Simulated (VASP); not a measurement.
Here is a VASP 6.6.1 calculation.

File INCAR:

```
SYSTEM = InSb
  ALGO = Normal
  EDIFF = 1E-6
  ENCUT = 500
  GGA = PE
  GGA_COMPAT = .False.
  ISIF = 2
  ISMEAR = -1
  LASPH = .True.
  LCHARG = .True.
  LELF = .True.
  LREAL = .False.
  LVHAR = .True.
  LWAVE = .False.
  NBANDS = 16
  NELM = 120
  PREC = Accurate
  SIGMA = 0.15
```

The input KPOINTS:

```
k-points
0
Gamma
  8 8 8
  0 0 0
```

POSCAR

```
InSb
1.0
    0.0000000000      3.3308000000      3.3308000000
    3.3308000000      0.0000000000      3.3308000000
    3.3308000000      3.3308000000      0.0000000000
In Sb
1 1
Direct
    0.0000000000      0.0000000000      0.0000000000
    0.2500000000      0.2500000000      0.2500000000
```

Potentials or basis: VASP PAW PBE potentials, release 64 (In_d, Sb).

Command:

```bash
$ cat potpaw_PBE.64/In_d/POTCAR potpaw_PBE.64/Sb/POTCAR > POTCAR
$ mpirun -np 1 vasp_std > vasp.out
```

(1) Predict the pressure.

(2) Estimate the band gap on the k mesh.

Results:

(1) -0.4 GPa.

(2) zero (filled and empty bands touch).

Caveat: spin-orbit coupling is left out, which moves the levels of the heavy elements.
